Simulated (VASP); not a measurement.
Here is a VASP 6.6.1 calculation.

INCAR

```
PREC = Accurate ; ENCUT = 520
EDIFF = 1E-6 ; ISMEAR = -1
SIGMA = 0.02 ; LREAL = Auto
LASPH = T ; NELM = 80
ALGO = Normal ; ISIF = 2
LWAVE = F ; LCHARG = F
GGA = PE ; NBANDS = 114
```

KPOINTS

```
Automatic mesh
0
Gamma
  5 3 5
```

Contents of POSCAR:

```
TiO2
1.0
    5.1450000000      0.0000000000      0.0000000000
    0.0000000000      9.1850000000      0.0000000000
    0.0000000000      0.0000000000      5.4470000000
Ti O
8 16
Direct
    0.1386016114      0.1289863995      0.9055767491
    0.6386016114      0.3710136005      0.0944232509
    0.8613983886      0.6289863995      0.5944232509
    0.3613983886      0.8710136005      0.4055767491
    0.8613983886      0.8710136005      0.0944232509
    0.3613983886      0.6289863995      0.9055767491
    0.1386016114      0.3710136005      0.4055767491
    0.6386016114      0.1289863995      0.5944232509
    0.4646122033      0.2298869778      0.8912570825
    0.9646122033      0.2701130222      0.1087429175
    0.5353877967      0.7298869778      0.6087429175
    0.0353877967      0.7701130222      0.3912570825
    0.5353877967      0.7701130222      0.1087429175
    0.0353877967      0.7298869778      0.8912570825
    0.4646122033      0.2701130222      0.3912570825
    0.9646122033      0.2298869778      0.6087429175
    0.8160539177      0.0097705752      0.8506325943
    0.3160539177      0.4902294248      0.1493674057
    0.1839460823      0.5097705752      0.6493674057
    0.6839460823      0.9902294248      0.3506325943
    0.1839460823      0.9902294248      0.1493674057
    0.6839460823      0.5097705752      0.8506325943
    0.8160539177      0.4902294248      0.3506325943
    0.3160539177      0.0097705752      0.6493674057
```

Potentials or basis: VASP PAW PBE potentials, release 64 (Ti_sv, O).

The run is started by

```console
$ cat potpaw_PBE.64/Ti_sv/POTCAR potpaw_PBE.64/O/POTCAR > POTCAR
$ mpirun -np 1 vasp_std > vasp.out
```

**Question.** Predict the pressure.

**Answer.** 5.4 GPa.

**Question.** What does it give for the largest force?

**Answer.** 0.056 eV/Å.

Forces in eV/Å, atoms in the order of the input:
```
Ti   0.021  0.039 -0.035
Ti   0.021 -0.039  0.035
Ti  -0.021  0.039  0.035
Ti  -0.021 -0.039 -0.035
Ti  -0.021 -0.039  0.035
Ti  -0.021  0.039 -0.035
Ti   0.021 -0.039 -0.035
Ti   0.021  0.039  0.035
O    0.005  0.012 -0.008
O    0.005 -0.012  0.008
O   -0.005  0.012  0.008
O   -0.005 -0.012 -0.008
O   -0.005 -0.012  0.008
O   -0.005  0.012 -0.008
O    0.005 -0.012 -0.008
O    0.005  0.012  0.008
O   -0.036  0.000 -0.036
O   -0.036  0.000  0.036
O    0.036  0.000  0.036
O    0.036  0.000 -0.036
O    0.036  0.000  0.036
O    0.036  0.000 -0.036
O   -0.036  0.000 -0.036
O   -0.036  0.000  0.036
```

Caveat: the cell stands under pressure.
